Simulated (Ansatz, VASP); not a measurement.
## Ba: VASP beside Ansatz

```xyz
3
Lattice="7.0687 0.0000 0.0000 -3.5343 6.1216 0.0000 0.0000 0.0000 4.3331" Properties=species:S:1:pos:R:3 pbc="T T T"
Ba    0.0000    0.0000    0.0000
Ba    0.0000    4.0811    2.1665
Ba    3.5343    2.0405    2.1665
```

Alike in both runs: task relaxation of cell and atoms; functional PBE; k mesh 5 × 5 × 7; occupations fermi-dirac, width 0.1 eV; no spin polarisation.

```csv
,VASP,Ansatz
version,VASP 6.6.1,Ansatz 0.2.0
potentials or method,"VASP PAW PBE potentials, release 64 (Ba_sv), cutoff 600 eV","plane waves (420 eV) with PAW, scalar-relativistic"
valence electrons in the cell,30,30
```

Ansatz gave:

```
relaxed volume (Å³/atom)                                     : 63.99
relaxed cell length with the largest relative difference (Å) : 4.276
```

Which values does VASP return?

Relaxed volume (Å³/atom): 64.53; relaxed cell length with the largest relative difference (Å): 4.291.

Spin-orbit coupling is off throughout.
